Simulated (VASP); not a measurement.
# LiF (Fm-3m) in VASP: a series of runs, part 3 of 3

VASP 6.6.1. The steps go on from the part before.

### Step 5. Relaxation of cell and atoms, r2SCAN+D3(BJ)

File POSCAR:

```
LiF
1.0
    0.0000000000      2.0140000000      2.0140000000
    2.0140000000      0.0000000000      2.0140000000
    2.0140000000      2.0140000000      0.0000000000
F Li
1 1
Direct
    0.5000000000      0.5000000000      0.5000000000
    0.0000000000      0.0000000000      0.0000000000
```

File INCAR.step1:

```
SYSTEM = LiF
PREC     = Accurate       ! precision mode
ENCUT    = 600            ! plane-wave cutoff, eV
ISMEAR   = -1             ! smearing method
SIGMA    = 0.025          ! smearing width, eV
LREAL    = .False.        ! projectors in reciprocal space
LASPH    = .True.         ! aspherical terms in the spheres
NELM     = 100            ! most SCF steps
GGA      = PE             ! functional
ALGO     = Normal         ! electronic algorithm
EDIFF    = 1E-4           ! SCF threshold, eV
LWAVE    = .True.         ! write WAVECAR
LCHARG   = .False.        ! write CHGCAR
```

File INCAR.step2:

```
SYSTEM = LiF
PREC     = Accurate       ! precision mode
ENCUT    = 600            ! plane-wave cutoff, eV
EDIFF    = 1E-6           ! SCF threshold, eV
ISMEAR   = -1             ! smearing method
SIGMA    = 0.025          ! smearing width, eV
LREAL    = .False.        ! projectors in reciprocal space
LASPH    = .True.         ! aspherical terms in the spheres
NELM     = 100            ! most SCF steps
ALGO     = Normal         ! electronic algorithm
ISIF     = 3              ! what is computed and relaxed
LWAVE    = .False.        ! write WAVECAR
LCHARG   = .False.        ! write CHGCAR
METAGGA  = R2SCAN         ! meta-GGA
LMIXTAU  = .True.       
IVDW     = 12             ! dispersion correction
VDW_S6   = 1.0          
VDW_S8   = 0.78981345   
VDW_A1   = 0.49484001   
VDW_A2   = 5.73083694   
IBRION   = 2              ! ionic algorithm
NSW      = 60             ! ionic steps
EDIFFG   = -0.01          ! ionic threshold
ISTART   = 1
```

File KPOINTS:

```
regular mesh
0
Gamma
  11 11 11
  0 0 0
```

Potentials or basis: VASP PAW PBE potentials, release 64 (F, Li_sv).

Run with:

```bash
> cat potpaw_PBE.64/F/POTCAR potpaw_PBE.64/Li_sv/POTCAR > POTCAR
> cp INCAR.step1 INCAR
> mpirun -np 1 vasp_std > vasp.out
> cp INCAR.step2 INCAR
> mpirun -np 1 vasp_std > vasp.out
```

OUTCAR:

```text
SYSTEM = LiF
   PREC = Accurate
   ENCUT = 600
   EDIFF = 1E-6
   ISMEAR = -1
   LREAL = .False.
   LASPH = .True.
   NELM = 100
   ISIF = 3
   METAGGA = R2SCAN
   IVDW = 12
   IBRION = 2
   NSW = 60
   EDIFFG = -0.01
   ISTART = 1
 IVDW          = 12

 ion  position               nearest neighbor table
   1  0.500  0.500  0.500-   2 2.01   2 2.01   2 2.01   2 2.01   2 2.01   2 2.01
   2  0.000  0.000  0.000-   1 2.01   1 2.01   1 2.01   1 2.01   1 2.01   1 2.01

  LATTYP: Found a face centered cubic cell.
 ALAT       =     4.0280000000

  Lattice vectors:

 A1 = (   0.0000000000,   2.0140000000,   2.0140000000)
 A2 = (   2.0140000000,   0.0000000000,   2.0140000000)
 A3 = (   2.0140000000,   2.0140000000,   0.0000000000)

Analysis of symmetry for initial positions (statically):
=====================================================================
 Subroutine PRICEL returns:
 Original cell was already a primitive cell.

 Routine SETGRP: Setting up the symmetry group for a
 face centered cubic supercell.

 Subroutine GETGRP returns: Found 48 space group operations
 (whereof 48 operations were pure point group operations)
 out of a pool of 48 trial point group operations.

The static configuration has the point symmetry O_h .

Analysis of symmetry for dynamics (positions and initial velocities):
=====================================================================
 Subroutine PRICEL returns:
 Original cell was already a primitive cell.

 Routine SETGRP: Setting up the symmetry group for a
 face centered cubic supercell.

 Subroutine GETGRP returns: Found 48 space group operations
 (whereof 48 operations were pure point group operations)
 out of a pool of 48 trial point group operations.

The dynamic configuration has the point symmetry O_h .

 Subroutine INISYM returns: Found 48 space group operations
 (whereof 48 operations are pure point group operations),
 and found     1 'primitive' translations

----------------------------------------------------------------------------------------

                                     Primitive cell

  volume of cell :      16.3384
[... 99 lines left out ...]
   PSTRESS=    0.0 pullay stress
   NELECT =      10.0000    total number of electrons
   NUPDOWN=      -1.0000    fix difference up-down
   EMIN   =  10.00;   EMAX   =-10.00  energy-range for DOS
   EFERMI =   0.00;   METHOD = LEGACY
   ISMEAR =    -1;   SIGMA  =   0.03  broadening in eV -4-tet -1-fermi 0-gaus
   EFERMI_NEDOS =   21; number of points for ismear=-14 and -15
   IALGO  =     38    algorithm
   IMIX   =      4    mixing-type and parameters
     AMIX     =   0.40;   BMIX     =  1.00
     AMIX_MAG =   1.60;   BMIX_MAG =  1.00
  volume/ion in A,a.u.               =       8.17        55.13
  Fermi-wavevector in a.u.,A,eV,Ry     =   1.389970  2.626662 26.286674  1.932016
  Thomas-Fermi vector in A             =   2.513950
   LORBIT       =      0    0 simple, 1 ext, 2 COOP (PROOUT), +10 PAW based schemes
   METAGGA = R2SCAN    functional components
   LHFCALC =     F    Hartree Fock is set to
   AEXX    =    0.0000 exact exchange contribution
   IVDW    =    12    specifies the selected vdW correction
   LEPSILON=     F    determine dielectric tensor
   LRPA    =     F    only Hartree local field effects (RPA)
 conjugate gradient relaxation of ions
 non-spin polarized calculation
  energy-cutoff  :      600.00
  volume of cell :       16.34
 maximum number of plane-waves:       556
   NGX = 11   NGY = 11   NGZ = 11

--------------------------------------- Ionic step        1  -------------------------------------------

 number of electron       9.9999992 magnetization

 Free energy of the ion-electron system (eV)
  ---------------------------------------------------
  ext. energy  EPLUGINS =         0.00000000
  ---------------------------------------------------
  free energy    TOTEN  =       -11.90376482 eV

  energy without entropy =      -11.90376482  energy(sigma->0) =      -11.90376482

------------------------ aborting loop because EDIFF is reached ----------------------------------------

 Edisp (eV)   -0.16918

 E8    (eV) :    -0.0475
[... 111 lines left out ...]
--------------------------------------- Ionic step        4  -------------------------------------------

 number of electron      10.0000003 magnetization

 Free energy of the ion-electron system (eV)
  ---------------------------------------------------
  ext. energy  EPLUGINS =         0.00000000
  ---------------------------------------------------
  free energy    TOTEN  =       -11.90910097 eV

  energy without entropy =      -11.90910097  energy(sigma->0) =      -11.90910097

 E-fermi :  -0.6534     XC(G=0): -10.8839

 val. band max:       -1.2503851283   @ k =   0.0000   0.0000   0.0000
 cond. band min:       9.6547240278   @ k =   0.0000   0.0000   0.0000
 fundamental gap:     10.9051091561
 Fermi energy:        -0.6533940761

 k-point     1 :       0.0000    0.0000    0.0000
  band No.  band energies     occupation
      1     -43.1893      2.00000
      2     -22.5235      2.00000
      3      -1.2504      2.00000
      4      -1.2504      2.00000
      5      -1.2504      2.00000
      6       9.6547      0.00000
      7      24.8794      0.00000
      8      24.8794      0.00000
      9      24.8795      0.00000
[... 265 lines left out ...]
 k-point    24 :      -0.1818    0.1818    0.0000
  band No.  band energies     occupation
      1     -43.1400      2.00000
      2     -22.2163      2.00000
      3      -2.7826      2.00000
      4      -2.0424      2.00000
      5      -1.3434      2.00000
      6      11.4624      0.00000
      7      17.5775      0.00000
      8      21.1580      0.00000
      9      21.2952      0.00000

 [... further k-points ...]

------------------------ aborting loop because EDIFF is reached ----------------------------------------

 Edisp (eV)   -0.18043

 E8    (eV) :    -0.0507
[... 25 lines left out ...]
  FREE ENERGIE OF THE ION-ELECTRON SYSTEM (eV)
  ---------------------------------------------------
  free  energy   TOTEN  =       -12.0895276764 eV

  energy  without entropy=      -12.0895276764  energy(sigma->0) =      -12.08952768

 reached required accuracy - stopping structural energy minimisation
```

Wall time 3 min (1 thread of Intel Xeon 8259CL, shared host); peak memory 0.15 GiB.

What came out:

* Free energy: -12.0895 eV
* Relaxed volume: 7.67 Å³/atom
* Relaxed cell: a = 2.789 Å, b = 2.789 Å, c = 2.789 Å, α = 60.00°, β = 60.00°, γ = 60.00°
* Space group after relaxing (to 0.1 Å): Fm-3m (No. 225)
* Energy gained by relaxing: 8.3 meV/atom
* Ionic steps: 4
* Pressure after relaxing: 0.0 GPa
* Band gap on the k mesh: 10.91 eV
* Dispersion energy per atom: -0.090 eV

Step by step:
```
step  energy change (eV)  largest force (eV/Å)  pressure (GPa)  volume (Å³)
   1              0.0000                0.0000           -4.94        16.34
   2             -0.0136                0.0000           -2.19        15.75
   3             -0.0163                0.0000           -0.67        15.46
   4             -0.0166                0.0000           -0.01        15.34
```

Final structure:
```xyz
2
Lattice="0.0000 1.9720 1.9720 1.9720 0.0000 1.9720 1.9720 1.9720 0.0000" Properties=species:S:1:pos:R:3 pbc="T T T"
F     1.9720    1.9720    1.9720
Li    1.9720    0.0000    1.9720
```

Levels at points of the mesh, in eV from the valence-band top:
```
           k point  band 1  band 2  band 3  band 4  band 5  band 6  band 7  band 8  band 9
(0.00, 0.00, 0.00)  -41.94  -21.27    0.00    0.00    0.00   10.91   26.13   26.13   26.13
```

Caveat: the cutoff is under 1.25 times the usual one of these potentials, so pressure, stress and relaxed cells hold a basis-set (Pulay) error; the PAW data sets were made with another functional, which shifts forces and pressure a little; an odd mesh through Γ misses points on the zone boundary, where band edges can lie.

### Step 6. Single point, PBE-based screened hybrid with 25 % exact exchange

POSCAR is that of step 5.

File INCAR.step1:

```
ALGO     = Normal         # electronic algorithm
EDIFF    = 1E-5           # SCF threshold, eV
ENCUT    = 520            # plane-wave cutoff, eV
GGA      = PE             # functional
ISIF     = 2              # what is computed and relaxed
ISMEAR   = -1             # smearing method
LASPH    = T              # aspherical terms in the spheres
LCHARG   = F              # write CHGCAR
LREAL    = F              # projectors in reciprocal space
LWAVE    = T              # write WAVECAR
NBANDS   = 12             # bands
NELM     = 60             # most SCF steps
PREC     = Accurate       # precision mode
SIGMA    = 0.05           # smearing width, eV
```

File INCAR.step2:

```
AEXX     = 0.25           # exact-exchange fraction
ALGO     = Normal         # electronic algorithm
EDIFF    = 1E-6           # SCF threshold, eV
ENCUT    = 520            # plane-wave cutoff, eV
GGA      = PE             # functional
HFSCREEN = 0.1            # screening, 1/A
ISIF     = 2              # what is computed and relaxed
ISMEAR   = -1             # smearing method
ISTART   = 1            
LASPH    = T              # aspherical terms in the spheres
LCHARG   = F              # write CHGCAR
LHFCALC  = T              # exact exchange
LREAL    = F              # projectors in reciprocal space
LWAVE    = F              # write WAVECAR
NBANDS   = 12             # bands
NELM     = 60             # most SCF steps
PREC     = Accurate       # precision mode
PRECFOCK = Normal       
SIGMA    = 0.05           # smearing width, eV
```

File KPOINTS:

```
k-points
0
Gamma
  6 6 6
```

Potentials or basis: VASP PAW PBE potentials, release 64 (F, Li_sv).

Run with:

```bash
> cat potpaw_PBE.64/F/POTCAR potpaw_PBE.64/Li_sv/POTCAR > POTCAR
> cp INCAR.step1 INCAR
> mpirun -np 1 vasp_std > vasp.out
> cp INCAR.step2 INCAR
> mpirun -np 1 vasp_std > vasp.out
```

Run time: 2.9 min. Hardware: 1 thread of Intel Xeon Platinum 8488C (Sapphire Rapids), shared host; peak memory 0.23 GiB.

The run converged. Its results:

```yaml
Free_energy: -11.6447 eV
Band_gap_on_the_k_mesh: 11.77 eV
```

Levels at points of the mesh, in eV from the valence-band top:
```csv
k point,band 2,band 3,band 4,band 5,band 6,band 7,band 8,band 9
"(0.00, 0.00, 0.00)",-21.59,0.00,0.00,0.00,11.77,27.01,27.01,27.01
"(0.50, 0.00, 0.00)",-21.13,-2.67,-0.25,-0.25,13.49,19.80,21.79,21.79
"(0.50, 0.50, 0.00)",-20.86,-3.13,-1.06,-1.06,17.80,19.15,20.39,23.35
```

Caveat: the k points lie up to 0.45 Å⁻¹ apart; the cutoff is under 1.25 times the usual one of these potentials, so pressure, stress and relaxed cells hold a basis-set (Pulay) error; the PAW data sets were made with another functional, which shifts forces and pressure a little.

### Step 7. Summary

```csv
task,level,potentials or basis,spin,cell,k mesh,cutoff (eV),smearing,grid for exact exchange (PRECFOCK),share of exact exchange,screening parameter,gap on the mesh (eV)
single point,LDA,"VASP PAW LDA potentials, release 64 (F, Li_sv)",off,"a = 2.848 Å, angles 60.0°, 2 atoms",11 × 11 × 11,520,gaussian 0.01 eV,-,-,-,8.83
single point,r2SCAN+D3(BJ),"VASP PAW PBE potentials, release 64 (F, Li_sv)",off,"a = 2.808 Å, angles 60.0°, 2 atoms",11 × 11 × 11,520,fermi-dirac 0.025 eV,-,-,-,10.68
single point,PBEsol,"VASP PAW PBE potentials, release 64 (F, Li_sv)",collinear,"a = 2.848 Å, angles 60.0°, 2 atoms",11 × 11 × 11,520,gaussian 0.02 eV,-,-,-,8.92
relaxation of cell and atoms,r2SCAN+D3(BJ),"VASP PAW PBE potentials, release 64 (F, Li_sv)",off,"relaxed from a = 2.848 Å, angles 60.0°, 2 atoms",11 × 11 × 11,600,fermi-dirac 0.025 eV,-,-,-,10.91
single point,PBE-based screened hybrid with 25 % exact exchange,"VASP PAW PBE potentials, release 64 (F, Li_sv)",off,"a = 2.848 Å, angles 60.0°, 2 atoms",6 × 6 × 6,520,fermi-dirac 0.05 eV,Normal,0.25,0.1 1/Å,11.77
```

Caveats: some runs use coarse meshes; the cutoff is under 1.25 times the usual one of these potentials, so pressure, stress and relaxed cells hold a basis-set (Pulay) error; an odd mesh through Γ misses points on the zone boundary, where band edges can lie (at least some runs); the PAW data sets were made with another functional, which shifts forces and pressure a little (at least some runs).

Absolute energies hang on the potentials; compare differences alone.
